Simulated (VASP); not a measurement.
Here is a VASP 6.6.1 calculation.

File INCAR:

```
SYSTEM = Zr8N9
PREC = Accurate
ENCUT = 520
EDIFF = 1E-6
ISMEAR = -1
SIGMA = 0.05
LREAL = Auto
LASPH = .TRUE.
NELM = 80
ALGO = Normal
ISIF = 2
LWAVE = .FALSE.
LCHARG = .FALSE.
GGA = PE
NBANDS = 84
```

KPOINTS

```
Automatic mesh
0
G
  3 3 3
  0 0 0
```

The input POSCAR:

```
Zr8N9
1.0
    0.0000000000      4.5780000000      4.5780000000
    4.5780000000      0.0000000000      4.5780000000
    4.5780000000      4.5780000000      0.0000000000
Zr N
8 9
Direct
    0.2505517693      0.2519023591      0.2466638270
    0.2505087374      0.2519619921      0.7507027086
    0.2477162516      0.7513449104      0.2503962429
    0.2504559851      0.7478004587      0.7507495631
    0.7500268676      0.2490989515      0.2503178244
    0.7464602446      0.2518468764      0.7507778506
    0.7500955657      0.7514787025      0.2503181520
    0.7501406728      0.7514148100      0.7479333770
   -0.0012945609      0.0000252294      0.0022919397
   -0.0014038882      0.0000956750      0.4987664919
    0.0453141110      0.4856950633     -0.0155718654
   -0.0014237658      0.5033062473      0.4989139362
    0.4842094801      0.0468189166     -0.0155967671
    0.5019522717     -0.0000202053      0.4989828528
    0.4841671035      0.4856992136     -0.0156612058
    0.4842078419      0.4856958279      0.5455807121
    0.6244993447      0.6258940585      0.1247147226
```

Potentials or basis: VASP PAW PBE potentials, release 64 (Zr_sv, N).

Command:

```sh
$ cat potpaw_PBE.64/Zr_sv/POTCAR potpaw_PBE.64/N/POTCAR > POTCAR
$ mpirun -np 1 vasp_std > vasp.out
```

Task: What does it give for the largest force?

Result: 0.051 eV/Å.

Task: What does it give for the pressure?

Result: 18.9 GPa.

Forces in eV/Å, atoms in the order of the input:
```
Zr  -0.005 -0.007  0.007
Zr   0.006  0.006  0.006
Zr   0.013 -0.014 -0.005
Zr  -0.003  0.004 -0.002
Zr  -0.010  0.010 -0.011
Zr   0.008 -0.008 -0.005
Zr   0.011  0.007  0.010
Zr  -0.006 -0.013  0.011
N    0.002  0.001 -0.003
N   -0.001  0.002 -0.002
N    0.020 -0.021 -0.030
N    0.005 -0.002  0.009
N   -0.029  0.026 -0.033
N   -0.005  0.003  0.007
N    0.026  0.032  0.023
N   -0.031 -0.025  0.020
N   -0.001  0.000 -0.003
```

Caveat: the k points lie up to 0.40 Å⁻¹ apart, too coarse for converged energies and pressures of a metal.
